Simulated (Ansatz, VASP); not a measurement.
## Two plane-wave programs on SnO2

```xyz
6
Lattice="4.9353 0.0000 0.0000 0.0000 4.9353 0.0000 0.0000 0.0000 3.0984" Properties=species:S:1:pos:R:3 pbc="T T T"
Sn    2.4676    2.4677    1.5492
Sn    0.0000    0.0000    0.0000
O     1.4046    1.4049    0.0000
O     3.8722    1.0628    1.5492
O     1.0630    3.8725    1.5492
O     3.5307    3.5304    0.0000
```

Alike in both runs: task single point; functional PBE; k mesh 6 × 6 × 8; occupations gaussian, width 0.05 eV; no spin polarisation.

```csv
,VASP,Ansatz
version,VASP 6.6.1,Ansatz 0.2.0
potentials or method,"VASP PAW PBE potentials, release 64 (Sn_d, O), cutoff 520 eV","scalar-relativistic, plane waves, PAW"
valence electrons in the cell,52,52
```

```tsv
	VASP	Ansatz	Ansatz less VASP
gap on the k mesh at the Fermi level (eV)	0.04	0.06	+0.016
least direct gap on the mesh (eV)	0.04	0.06	+0.016
pressure (GPa)	1.1	0.6	-0.58
traceless stress, the component that is largest in VASP (GPa)	7.14	7.22	+0.084
rms of the force components (eV/Å)	1.177	1.170	-0.0071
```

Atom by atom the forces differ by 0.007 eV/Å (rms over components). The functional is the same, so the differences come from potentials, cutoffs and numerics.
